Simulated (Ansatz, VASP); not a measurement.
**BN in VASP and in Ansatz**

Contents of INCAR:

```
SYSTEM = BN
ALGO = Normal
EDIFF = 1E-7
ENCUT = 520
GGA = PE
ISIF = 2
ISMEAR = 0
LASPH = .True.
LCHARG = .True.
LELF = .True.
LREAL = .False.
LVHAR = .True.
LWAVE = .False.
NBANDS = 26
NELM = 100
PREC = Accurate
SIGMA = 0.05
```

The input KPOINTS:

```
k-points
0
Gamma
  6 6 10
  0 0 0
```

Contents of POSCAR:

```
BN
1.0
    4.4890000000      0.0000000000      0.0000000000
    0.0000000000      4.4890000000      0.0000000000
    0.0000000000      0.0000000000      2.4727000000
B N
4 4
Direct
    0.1742811368      0.8257188632      0.5000000000
    0.3257188632      0.3257188632      0.0000000000
    0.6742811368      0.6742811368      0.0000000000
    0.8257188632      0.1742811368      0.5000000000
    0.8126115048      0.8126115048      0.5000000000
    0.3126115048      0.6873884952      0.0000000000
    0.6873884952      0.3126115048      0.0000000000
    0.1873884952      0.1873884952      0.5000000000
```

Input for Ansatz:

```yaml
crystal:
  lattice:
    - [4.489, 0.0, 0.0]
    - [0.0, 4.489, 0.0]
    - [0.0, 0.0, 2.4727]
  atoms:
    - { symbol: B, position: [0.1742811368, 0.8257188632, 0.5] }
    - { symbol: B, position: [0.3257188632, 0.3257188632, 0.0] }
    - { symbol: B, position: [0.6742811368, 0.6742811368, 0.0] }
    - { symbol: B, position: [0.8257188632, 0.1742811368, 0.5] }
    - { symbol: "N", position: [0.8126115048, 0.8126115048, 0.5] }
    - { symbol: "N", position: [0.3126115048, 0.6873884952, 0.0] }
    - { symbol: "N", position: [0.6873884952, 0.3126115048, 0.0] }
    - { symbol: "N", position: [0.1873884952, 0.1873884952, 0.5] }
basis:
  ecutwfc: 520.0
kpoints:
  mp_grid: { grid: [6, 6, 10] }
hamiltonian:
  xc: pbe
  pseudopotentials: { kind: paw, azcp: { folder: soft_1 } }
scf:
  occupations: { method: gaussian, width: 0.05 }
output:
  forces: true
  stress: true
  eigenvalues: true
```

Alike in both runs: task single point; functional PBE; k mesh 6 × 6 × 10; occupations gaussian, width 0.05 eV; no spin polarisation.

```csv
,VASP,Ansatz
version,VASP 6.6.1,Ansatz 0.2.0
potentials or method,"VASP PAW PBE potentials, release 64 (B, N), cutoff 520 eV","scalar-relativistic, plane waves, PAW"
valence electrons in the cell,32,32
```

```tsv
	VASP	Ansatz	Ansatz less VASP
gap on the k mesh at the Fermi level (eV)	4.82	4.83	+0.011
least direct gap on the mesh (eV)	6.02	6.03	+0.012
pressure (GPa)	2.7	2.3	-0.35
traceless stress, the component that is largest in VASP (GPa)	26.35	26.09	-0.267
rms of the force components (eV/Å)	0.162	0.156	-0.0060
```

Atom by atom the forces differ by 0.008 eV/Å (rms over components).
